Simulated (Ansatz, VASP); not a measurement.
# One calculation of Ta, two programs

```
Ta
1.0
     2.90037    0.00000    0.00000
    -1.45019    2.51180    0.00000
     0.00000    0.00000    5.01129
Ta
2
Cartesian
  1.4502 0.8373 3.7585
  0.0000 1.6745 1.2528
```

Change from the starting cell: strain -0.0300 x Voigt [0, 0, 1, 0, 0, 0], atoms carried along.

Alike in both runs: task single point; functional LDA; k mesh 18 × 18 × 10; occupations gaussian, width 0.15 eV; no spin polarisation.

```csv
,VASP,Ansatz
version,VASP 6.6.1,Ansatz 0.2.0
potentials or method,"VASP PAW LDA potentials, release 64 (Ta_pv), cutoff 520 eV","scalar-relativistic, plane waves, PAW"
valence electrons in the cell,22,26
```

```tsv
	VASP	Ansatz	Ansatz less VASP
gap on the k mesh at the Fermi level (eV)	none	none	-
pressure (GPa)	-6.0	-6.7	-0.67
traceless stress, the component that is largest in VASP (GPa)	4.14	4.14	-0.001
```

LDA's correlation is that of Perdew and Zunger in VASP and of Perdew and Wang (1992) in Ansatz. A gap of «none» marks a metal or a gap that the smearing closes. VASP's potentials hold 22 valence electrons a cell and Ansatz's 26, so a difference there can come from the potentials and not from the codes.

Neither program's run includes spin-orbit coupling.
